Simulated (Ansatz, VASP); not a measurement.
**MgO in VASP and in Ansatz**

```
Mg O
1.0
     0.00000    2.10217    2.10953
     2.10217    0.00000    2.10953
     2.10217    2.10217    0.00000
Mg O
1 1
Cartesian
  0.0000 0.0000 0.0000
  2.1022 2.1022 2.1095
```

Change from the starting cell: uniaxial_z strain +0.3%.

Alike in both runs: task single point; functional r2SCAN; k mesh 10 × 10 × 10; no spin polarisation.

|  | VASP | Ansatz |
| --- | --- | --- |
| version | VASP 6.6.1 | Ansatz 0.2.0 |
| potentials or method | VASP PAW PBE potentials, release 64 (Mg, O) | plane waves, PAW |
| plane-wave cutoff (eV) | 520 | 500 |
| occupations | gaussian, width 0.01 eV | fixed |
| valence electrons in the cell | 8 | 16 |

|  | VASP | Ansatz | Ansatz less VASP |
| --- | --- | --- | --- |
| gap on the k mesh at the Fermi level (eV) | 5.62 | 5.64 | +0.025 |
| pressure (GPa) | -1.7 | -0.6 | +1.15 |
| traceless stress, the component that is largest in VASP (GPa) | -0.49 | -0.49 | -0.002 |

VASP's potentials were made for PBE, not for r2SCAN. VASP's potentials hold 8 valence electrons a cell and Ansatz's 16, so a difference there can come from the potentials and not from the codes.
